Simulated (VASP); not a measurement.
# YAl7 in VASP: notebook

Runs on YAl7. Level: PBE. Tasks: single point.

Program: VASP 6.6.1. These are calculated values, not measurements. Logs are shortened: lines on timing, memory, paths and dates and some standing lists are left out, and cuts for length are marked.

**1. The cell of the first run**

The cell holds an amorphous packing of atoms, 16 atoms: a = 6.761 Å, b = 6.711 Å, c = 6.410 Å, α = 92.46°, β = 90.08°, γ = 91.67°.

**2. Single point, PBE**

Contents of INCAR:

```
SYSTEM = YAl7
PREC = Accurate
ENCUT = 520
EDIFF = 1E-6
ISMEAR = -1
SIGMA = 0.1301
LREAL = Auto
LASPH = .True.
NELM = 100
ALGO = Normal
ISIF = 2
LWAVE = .False.
LCHARG = .True.
GGA = PE
LELF = .True.
LVHAR = .True.
NBANDS = 46
ISYM = 0
```

Contents of KPOINTS:

```
Automatic mesh
0
Gamma
  1 1 1
  0.25 0.25 0.25
```

Contents of POSCAR:

```
YAl7
1.0
    6.7604440000     -0.0984910000     -0.0055720000
   -0.0984910000      6.7085100000     -0.1408520000
   -0.0055720000     -0.1408520000      6.4081030000
Al Y
14 2
Direct
    0.6910819789      0.1662221797      0.5670547797
    0.6601570264      0.4766760334      0.2459277211
    0.5944683339      0.8925127946      0.2816589542
    0.8707878311      0.7333238154      0.0593274103
    0.8942590661      0.3722728253      0.9240514991
    0.9783802097      0.9963902856      0.8015331681
    0.6144748650      0.0609578267      0.9323612442
    0.4466517383      0.6751554745      0.9580628998
    0.7009662813      0.6961670338      0.6134427463
    0.9191858396      0.1072066279      0.2258626260
    0.2418172538      0.2541478144      0.9033974070
    0.1265042914      0.6294878034      0.7547190640
    0.4329906371      0.4561429079      0.5393006736
    0.2741240082      0.9241448790      0.1482507496
    0.3231728617     -0.0329901080      0.5897815620
    0.1161563500      0.4959458735      0.3022782548
```

Potentials or basis: VASP PAW PBE potentials, release 64 (Al, Y_sv).

Command:

```sh
$ cat potpaw_PBE.64/Al/POTCAR potpaw_PBE.64/Y_sv/POTCAR > POTCAR
$ mpirun -np 1 vasp_std > vasp.out
```

OUTCAR:

```text
SYSTEM = YAl7
   PREC = Accurate
   ENCUT = 520
   EDIFF = 1E-6
   ISMEAR = -1
   LREAL = Auto
   LASPH = .True.
   NELM = 100
   ISIF = 2
   GGA = PE
   ISYM = 0

 ion  position               nearest neighbor table
   1  0.691  0.166  0.567-   7 2.52   3 2.60  13 2.66  10 2.70   6 2.76  15 2.80   5 2.94   2 3.00
                             9 3.18
   2  0.660  0.477  0.246-  13 2.44   4 2.54   5 2.68   9 2.73   8 2.75   3 2.84   1 3.00  10 3.08
                            16 3.10  16 3.70
   3  0.594  0.893  0.282-  14 2.35   7 2.55   4 2.58   1 2.60  10 2.62   9 2.66   8 2.66  15 2.74
                             2 2.84
   4  0.871  0.733  0.059-   2 2.54   5 2.55   6 2.56   3 2.58  12 2.69  10 2.69  16 2.84   8 2.95
                             7 2.98  14 3.02   9 3.08
   5  0.894  0.372  0.924-  11 2.50   4 2.55  12 2.57   2 2.68   6 2.69  10 2.69   7 2.78  16 2.93
                             1 2.94   9 3.31
   6  0.978  0.996  0.802-  11 2.51   4 2.56   7 2.64   5 2.69  12 2.69  15 2.71   1 2.76  10 2.82
                             9 2.93  14 3.05
   7  0.614  0.061  0.932-   1 2.52   3 2.55   6 2.64   5 2.78  10 2.79   8 2.81  14 2.84  11 2.88
                             4 2.98  15 2.98   9 3.19
   8  0.447  0.675  0.958-  14 2.36  12 2.53   3 2.66   2 2.75   9 2.81   7 2.81   4 2.95  13 3.00
                            11 3.12  15 3.25  16 3.38
   9  0.701  0.696  0.613-  13 2.42   3 2.66   2 2.73   8 2.81   6 2.93  12 3.07   4 3.08   1 3.18
                            15 3.19   7 3.19   5 3.31  16 3.70
  10  0.919  0.107  0.226-   3 2.62   5 2.69   4 2.69   1 2.70  14 2.76   7 2.79   6 2.82  16 2.92
                             2 3.08  11 3.17  15 3.76
  11  0.242  0.254  0.903-   5 2.50   6 2.51  14 2.78  15 2.79  12 2.86   7 2.88  13 3.02  16 3.10
                             8 3.12  10 3.17
  12  0.127  0.629  0.755-   8 2.53   5 2.57   6 2.69   4 2.69  13 2.75  15 2.84  11 2.86  16 3.00
                             9 3.07  14 3.27  16 3.66
  13  0.433  0.456  0.539-   9 2.42   2 2.44  16 2.65   1 2.66  12 2.75   8 3.00  11 3.02  15 3.37
                            15 3.53
  14  0.274  0.924  0.148-   3 2.35   8 2.36  10 2.76  11 2.78   7 2.84  15 2.85   4 3.02   6 3.05
                            16 3.23  12 3.27  15 3.62
  15  0.323  0.967  0.590-   6 2.71   3 2.74  11 2.79   1 2.80  12 2.84  14 2.85   7 2.98   9 3.19
                             8 3.25  13 3.37  13 3.53  14 3.62  10 3.76  16 3.82  16 4.34
  16  0.116  0.496  0.302-  13 2.65   4 2.84  10 2.92   5 2.93  12 3.00  11 3.10   2 3.10  14 3.23
                             8 3.38  12 3.66   9 3.70   2 3.70  15 3.82  15 4.34

IMPORTANT INFORMATION: All symmetrisations will be switched off!
NOSYMM: (Re-)initialisation of all symmetry stuff for point group C_1.

----------------------------------------------------------------------------------------

                                     Primitive cell

  volume of cell :     290.4269

  direct lattice vectors                    reciprocal lattice vectors
     6.760444000 -0.098491000 -0.005572000     0.147951123  0.002175850  0.000176473
    -0.098491000  6.708510000 -0.140852000     0.002175850  0.149165221  0.003280588
    -0.005572000 -0.140852000  6.408103000     0.000176473  0.003280588  0.156124685

  length of vectors
     6.761163702  6.710711302  6.409653219     0.147967227  0.149217157  0.156159248

  position of ions in fractional coordinates (direct lattice)
     0.691081979  0.166222180  0.567054780
     0.660157026  0.476676033  0.245927721
     0.594468334  0.892512795  0.281658954
     0.870787831  0.733323815  0.059327410
     0.894259066  0.372272825  0.924051499
     0.978380210  0.996390286  0.801533168
[... 8 lines left out ...]
     0.323172862  0.967009892  0.589781562
     0.116156350  0.495945873  0.302278255

  ion indices of the primitive-cell ions
   primitive index   ion index
                 1           1
                 2           2
                 3           3
                 4           4
                 5           5
                 6           6
[... 8 lines left out ...]
                15          15
                16          16

----------------------------------------------------------------------------------------

 KPOINTS: Automatic mesh

Automatic generation of k-mesh.
 Grid dimensions read from file:
 generate k-points for:    1    1    1

 Generating k-lattice:

  Cartesian coordinates                     Fractional coordinates (reciprocal lattice)
     0.147951123  0.002175850  0.000176473     1.000000000 -0.000000000  0.000000000
     0.002175850  0.149165221  0.003280588     0.000000000  1.000000000  0.000000000
     0.000176473  0.003280588  0.156124685     0.000000000 -0.000000000  1.000000000

  Length of vectors
     0.147967227  0.149217157  0.156159248

  Shift w.r.t. Gamma in fractional coordinates (k-lattice)
     0.250000000  0.250000000  0.250000000

 Subroutine IBZKPT returns following result:
 ===========================================

 Found      1 irreducible k-points:

 Following reciprocal coordinates:
            Coordinates               Weight
  0.250000  0.250000  0.250000      2.000000
   k-points           NKPTS =      1   k-points in BZ     NKDIM =      1   number of bands    NBANDS=     46
   number of dos      NEDOS =    301   number of ions     NIONS =     16
   total plane-waves  NPLWV = 120000
   dimension x,y,z NGX =    50 NGY =   50 NGZ =   48
   dimension x,y,z NGXF=   100 NGYF=  100 NGZF=   96
   ions per type =              14   2
   NGX,Y,Z   is equivalent  to a cutoff of  12.29, 12.39, 12.45 a.u.
   NGXF,Y,Z  is equivalent  to a cutoff of  24.59, 24.77, 24.90 a.u.
 SYSTEM =  YAl7
   PREC   = accura    normal or accurate (medium, high low for compatibility)
   ISTART =      0    job   : 0-new  1-cont  2-samecut
   ICHARG =      2    charge: 1-file 2-atom 10-const
   ISPIN  =      1    spin polarized calculation?
   LNONCOLLINEAR =      F non collinear calculations
   LSORBIT =      F    spin-orbit coupling
   LASPH  =      T    aspherical Exc in radial PAW
   ENCUT  =  520.0 eV  38.22 Ry    6.18 a.u.  12.57 12.48 11.92*2*pi/ulx,y,z
   NELM   =    100;   NELMIN=  2; NELMDL= -5     # of ELM steps
   EDIFF  = 0.1E-05   stopping-criterion for ELM
   LREAL  =      T    real-space projection
   EDIFFG = 0.1E-04   stopping-criterion for IOM
   NSW    =      0    number of steps for IOM
   IBRION =     -1    ionic relax: 0-MD 1-quasi-New 2-CG
   NFREE  =      0    steps in history (QN), initial steepest desc. (CG)
   ISIF   =      2    stress and relaxation
   ISYM   =      0    0-nonsym 1-usesym 2-fastsym
   POTIM  = 0.5000    time-step for ionic-motion
   TEBEG  =    0.0;   TEEND  =   0.0 temperature during run
   PSTRESS=    0.0 pullay stress
   NELECT =      64.0000    total number of electrons
   NUPDOWN=      -1.0000    fix difference up-down
   EMIN   =  10.00;   EMAX   =-10.00  energy-range for DOS
   EFERMI =   0.00;   METHOD = LEGACY
   ISMEAR =    -1;   SIGMA  =   0.13  broadening in eV -4-tet -1-fermi 0-gaus
   EFERMI_NEDOS =   21; number of points for ismear=-14 and -15
   IALGO  =     38    algorithm
   IMIX   =      4    mixing-type and parameters
     AMIX     =   0.40;   BMIX     =  1.00
     AMIX_MAG =   1.60;   BMIX_MAG =  1.00
  volume/ion in A,a.u.               =      18.15       122.49
  Fermi-wavevector in a.u.,A,eV,Ry     =   0.988832  1.868622 13.303626  0.977789
  Thomas-Fermi vector in A             =   2.120387
   LORBIT       =      0    0 simple, 1 ext, 2 COOP (PROOUT), +10 PAW based schemes
   GGA     = PE    functional components
[... 5 lines left out ...]
 non-spin polarized calculation
  energy-cutoff  :      520.00
  volume of cell :      290.43
 maximum number of plane-waves:      7814
 NGX is ok and might be reduce to    50
   NGX = 25   NGY = 25   NGZ = 23

 number of electron      64.0000001 magnetization

 Free energy of the ion-electron system (eV)
  ---------------------------------------------------
  ext. energy  EPLUGINS =         0.00000000
  ---------------------------------------------------
  free energy    TOTEN  =       -62.28599992 eV

  energy without entropy =      -61.90691952  energy(sigma->0) =      -62.09645972

 E-fermi :   6.8353     XC(G=0): -10.0228

 val. band max:        6.6691034774   @ k =   0.2500   0.2500   0.2500
 cond. band min:       6.9803990499   @ k =   0.2500   0.2500   0.2500
 fundamental gap:      0.3112955725
 Fermi energy:         6.8353229974

 k-point     1 :       0.2500    0.2500    0.2500
  band No.  band energies     occupation
      1     -35.3684      2.00000
      2     -35.0550      2.00000
      3     -15.5227      2.00000
      4     -15.4918      2.00000
      5     -15.4321      2.00000
      6     -15.3423      2.00000
[... 36 lines left out ...]
     43       9.4417      0.00000
     44       9.7581      0.00000
 [bands above 44 left out]

------------------------ aborting loop because EDIFF is reached ----------------------------------------

  FORCE on cell =-STRESS in cart. coord.  units (eV):
  Direction    XX          YY          ZZ          XY          YZ          ZX
  --------------------------------------------------------------------------------------
  -------------------------------------------------------------------------------------
  Total       31.5937787     14.5978194     17.2086577     -1.4951576     -5.7483377     -6.5002834
  in kB      174.2911513     80.5307517     94.9337774     -8.2482298    -31.7114454    -35.8596511
  external PRESSURE =     116.5852268 kB  Pullay stress =       0.0000000 kB

 VOLUME and BASIS-vectors are now :
 -----------------------------------------------------------------------------
  energy-cutoff  :      520.00
  volume of cell :      290.43
      direct lattice vectors                 reciprocal lattice vectors
     6.760444000 -0.098491000 -0.005572000     0.147951123  0.002175850  0.000176473
    -0.098491000  6.708510000 -0.140852000     0.002175850  0.149165221  0.003280588
    -0.005572000 -0.140852000  6.408103000     0.000176473  0.003280588  0.156124685

 POSITION                                       TOTAL-FORCE (eV/Angst)
 -----------------------------------------------------------------------------------
      4.65249      0.96717      3.60648         1.258411      0.797306     -0.058914
      4.41464      3.09813      1.50511         0.142131     -0.848678     -0.794018
      3.92940      5.88921      1.67587         0.987740     -0.615231      0.353234
      5.81436      4.82539      0.27203        -0.202275      0.418360     -0.504056
      6.00377      2.27916      5.86400        -1.294725      0.047132     -0.468318
      6.51168      6.47503      4.99051        -1.012991     -0.243598     -0.511753
[... 8 lines left out ...]
      2.08626      6.37229      3.64138         0.120541      0.092535      0.072553
      0.73474      3.27304      1.86653         0.024892     -0.138982     -0.686211
 -----------------------------------------------------------------------------------
    total drift:                                0.010292      0.008603     -0.001412

  FREE ENERGIE OF THE ION-ELECTRON SYSTEM (eV)
  ---------------------------------------------------
  free  energy   TOTEN  =       -62.2859999208 eV

  energy  without entropy=      -61.9069195241  energy(sigma->0) =      -62.09645972
```

Run time: 30 s. Hardware: 1 thread of Intel Xeon Platinum 8488C (Sapphire Rapids), shared host; peak memory 0.32 GiB.

What came out:

```yaml
Free_energy: -62.2860 eV
Pressure: 11.7 GPa
Largest_force: 3.159 eV/Å
Band_gap_on_the_k_mesh: 0.31 eV
```

Forces in eV/Å, atoms in the order of the input:
```
Al   1.258  0.797 -0.059
Al   0.142 -0.849 -0.794
Al   0.988 -0.615  0.353
Al  -0.202  0.418 -0.504
Al  -1.295  0.047 -0.468
Al  -1.013 -0.244 -0.512
Al  -1.057  0.357 -0.119
Al   1.633 -1.515 -0.539
Al   1.932  0.778  1.096
Al   0.774  0.234  0.507
Al   1.545  1.020  0.490
Al  -1.059 -0.503 -0.162
Al  -1.004 -1.264  1.869
Al  -2.787  1.384 -0.545
Y    0.121  0.093  0.073
Y    0.025 -0.139 -0.686
```

Caveat: the k points lie up to 0.98 Å⁻¹ apart.

**3. Single point, PBE**

Contents of INCAR:

```
SYSTEM = YAl7
PREC = Accurate ; ENCUT = 520
EDIFF = 1E-7 ; ISMEAR = -1
SIGMA = 0.1301 ; LREAL = Auto
LASPH = .TRUE. ; NELM = 80
ALGO = Normal ; ISIF = 2
LWAVE = .FALSE. ; LCHARG = .FALSE.
GGA = PE ; NBANDS = 46
ISYM = 0
```

KPOINTS is that of step 2.

Contents of POSCAR:

```
YAl7
1.0
    6.7604440000     -0.0984910000     -0.0055720000
   -0.0984910000      6.7085100000     -0.1408520000
   -0.0055720000     -0.1408520000      6.4081030000
Al Y
14 2
Direct
    0.7163385785      0.2314160298      0.6337847330
    0.6489761293      0.4645188236      0.2908930303
    0.5520850642      0.8641248985      0.3622817764
    0.8631175646      0.7372914149      0.1422096776
    0.8906197608      0.3830969447      0.9724366953
    0.8916598204      0.9781293999      0.8085678103
    0.5653381666      0.0735893144      1.0023565892
    0.4384454344      0.6425212031      1.0120693151
    0.6960111320      0.6399256044      0.7353497557
    0.9211681397      0.1166074302      0.2727638957
    0.2512890082      0.2796998831      0.9607585069
    0.0735446890      0.6410378498      0.7873820465
    0.4111938502      0.4440398191      0.6139754727
    0.2336373166      0.9538168843      0.1736569844
    0.3128832314     -0.0040249978      0.6812617488
    0.1140460767      0.5428454684      0.3271216668
```

Potentials or basis: VASP PAW PBE potentials, release 64 (Al, Y_sv).

Command:

```sh
$ cat potpaw_PBE.64/Al/POTCAR potpaw_PBE.64/Y_sv/POTCAR > POTCAR
$ mpirun -np 1 vasp_std > vasp.out
```

Run time: 34 s. Hardware: 1 thread of Intel Xeon Platinum 8488C (Sapphire Rapids), shared host; peak memory 0.32 GiB.

The run converged. Its results:

```
Free energy            : -62.6485 eV
Pressure               : 11.1 GPa
Largest force          : 3.314 eV/Å
Band gap on the k mesh : 0.21 eV
```

Forces in eV/Å, atoms in the order of the input:
```
Al  -0.434  0.309 -0.960
Al  -0.378 -1.023  0.483
Al   0.318 -0.713 -0.226
Al  -1.830  2.049 -1.854
Al  -0.850 -0.834  0.438
Al   1.127 -0.489  0.263
Al   1.090  0.421  0.704
Al  -0.683  0.538  0.438
Al   1.100  0.567 -0.826
Al  -0.675  0.846  0.781
Al  -0.140  1.385  0.962
Al   1.251  0.348  0.210
Al  -1.587 -0.366  0.072
Al   0.264 -0.473  0.097
Y   -0.436 -0.953 -1.736
Y    1.864 -1.612  1.153
```

Stress tensor (GPa, compression positive):
```
16.19 -2.92 -2.61
-2.92  9.95 -3.89
-2.61 -3.89  7.27
```

Levels at points of the mesh, in eV from the valence-band top:
```tsv
k point	band 29	band 30	band 31	band 32	band 33	band 34	band 35	band 36
(0.25, 0.25, 0.25)	-0.83	-0.68	-0.23	0.00	0.21	0.67	0.71	1.16
```

Caveat: the k points lie up to 0.98 Å⁻¹ apart.
